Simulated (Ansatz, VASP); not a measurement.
## Ag in VASP and in Ansatz

Contents of INCAR:

```
SYSTEM = Ag
PREC = Accurate
ENCUT = 500
EDIFF = 1E-6
ISMEAR = 0
SIGMA = 0.1
LREAL = .FALSE.
LASPH = .TRUE.
NELM = 120
ALGO = Normal
ISIF = 2
LWAVE = .FALSE.
LCHARG = .FALSE.
GGA = PS
IVDW = 13
NBANDS = 12
GGA_COMPAT = .FALSE.
```

The input KPOINTS:

```
regular mesh
0
G
  8 8 8
  0 0 0
```

Contents of POSCAR:

```
Ag
1.0
    0.0000000000      2.0300000000      2.0300000000
    2.0300000000      0.0000000000      2.0300000000
    2.0300000000      2.0300000000      0.0000000000
Ag
1
Direct
    0.0000000000      0.0000000000      0.0000000000
```

Input for Ansatz:

```yaml
crystal:
  lattice:
    - [0.0, 2.03, 2.03]
    - [2.03, 0.0, 2.03]
    - [2.03, 2.03, 0.0]
  atoms:
    - { symbol: Ag, position: [0.0, 0.0, 0.0] }
basis:
  ecutwfc: 420
kpoints:
  mp_grid: { grid: [8, 8, 8] }
hamiltonian:
  xc: pbesol
  dispersion: d4
  pseudopotentials: { kind: paw, azcp: { folder: soft_1 } }
scf:
  occupations: { method: gaussian, width: 0.1 }
output:
  forces: true
  stress: true
  eigenvalues: true
```

Alike in both runs: task single point; functional PBEsol; dispersion D4; k mesh 8 × 8 × 8; occupations gaussian, width 0.1 eV; no spin polarisation.

|  | VASP | Ansatz |
| --- | --- | --- |
| version | VASP 6.6.1 | Ansatz 0.2.0 |
| potentials or method | VASP PAW PBE potentials, release 64 (Ag), cutoff 500 eV | scalar-relativistic, plane waves, PAW |
| valence electrons in the cell | 11 | 19 |

Ansatz gave:

```
gap on the k mesh at the Fermi level (eV) : none
pressure (GPa)                            : -2.9
```

Problem. Estimate VASP's values.

Solution. gap on the k mesh at the Fermi level (eV): none; pressure (GPa): -3.1.

VASP's potentials were made for PBE, not for PBEsol, and Ansatz warns of the same on its side. A gap of «none» marks a metal or a gap that the smearing closes. VASP's potentials hold 11 valence electrons a cell and Ansatz's 19, so a difference there can come from the potentials and not from the codes.
